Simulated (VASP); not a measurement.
Input of a VASP 6.6.1 run:

The input INCAR:

```
PREC = Accurate
ENCUT = 600
EDIFF = 1E-6
ISMEAR = -1
SIGMA = 0.001
LREAL = False
LASPH = True
NELM = 120
ALGO = Normal
ISIF = 2
LWAVE = False
LCHARG = False
GGA = PE
NBANDS = 18
GGA_COMPAT = False
```

KPOINTS

```
regular mesh
0
Gamma
  6 6 6
```

File POSCAR:

```
HfO2
1.0
    0.0000000000      2.5291823194      2.5291823194
    2.5291823194      0.0000000000      2.5291823194
    2.5291823194      2.5291823194      0.0000000000
Hf O
1 2
Direct
    0.0000000000      0.0000000000      0.0000000000
    0.2500000000      0.2500000000      0.2500000000
    0.7500000000      0.7500000000      0.7500000000
```

Potentials or basis: VASP PAW PBE potentials, release 64 (Hf_pv, O).

Command:

```sh
$ cat potpaw_PBE.64/Hf_pv/POTCAR potpaw_PBE.64/O/POTCAR > POTCAR
$ mpirun -np 1 vasp_std > vasp.out
```

(1) Estimate the band gap on the k mesh.

(2) What does it give for the pressure?

Answers

(1) 3.82 eV, direct.

(2) 1.9 GPa.

Caveat: spin-orbit coupling is left out, which moves the levels of the heavy elements.
